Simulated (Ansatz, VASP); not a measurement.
# Sb in VASP and in Ansatz

File INCAR:

```
SYSTEM = Sb
  PREC = Accurate
  ENCUT = 520
  EDIFF = 1E-6
  ISMEAR = -1
  SIGMA = 0.03
  LREAL = .False.
  LASPH = .True.
  NELM = 100
  ALGO = Normal
  ISIF = 2
  LWAVE = .False.
  LCHARG = .False.
  GGA = PS
  NBANDS = 8
```

KPOINTS

```
regular mesh
0
Gamma
  14 14 14
  0 0 0
```

POSCAR

```
Sb
1.0
    0.0000000000      2.2738475325      2.2738475325
    2.2738475325      0.0000000000      2.2738475325
    2.2738475325      2.2738475325      0.0000000000
Sb
1
Direct
    0.0000000000      0.0000000000      0.0000000000
```

Input for Ansatz:

```yaml
crystal:
  lattice:
    - [0.0, 2.2738475325, 2.2738475325]
    - [2.2738475325, 0.0, 2.2738475325]
    - [2.2738475325, 2.2738475325, 0.0]
  atoms:
    - { symbol: Sb, position: [0.0, 0.0, 0.0] }
kpoints:
  mp_grid: { grid: [14, 14, 14] }
  band_path:
    path:
      - [0.0, 0.0, 0.0]
      - [0.5, 0.0, 0.5]
      - [0.625, 0.25, 0.625]
      - [0.375, 0.375, 0.75]
      - [0.0, 0.0, 0.0]
      - [0.5, 0.5, 0.5]
      - [0.5, 0.25, 0.75]
      - [0.5, 0.0, 0.5]
    npoints: 5
scf:
  occupations: { method: fermi_dirac, width: 0.03 }
hamiltonian:
  xc: pbesol
  pseudopotentials: { kind: all_electron, lapw: { basis_error: 0.00025 } }
output:
  forces: true
  stress: true
  eigenvalues: true
```

Change from the starting cell: volume scaled by 0.96.

Alike in both runs: task single point; functional PBEsol; k mesh 14 × 14 × 14; occupations fermi-dirac, width 0.03 eV; no spin polarisation.

```csv
,VASP,Ansatz
version,VASP 6.6.1,Ansatz 0.2.0
potentials or method,"VASP PAW PBE potentials, release 64 (Sb), cutoff 520 eV","all-electron LAPW, scalar-relativistic"
```

VASP gave:

```
pressure (GPa) : 9.3
```

**Question.** Estimate Ansatz's values.

**Answer.** Pressure (GPa): 9.2.

VASP's potentials were made for PBE, not for PBEsol. Ansatz ran all-electron here, and VASP with PAW potentials.

Spin-orbit coupling is off throughout.
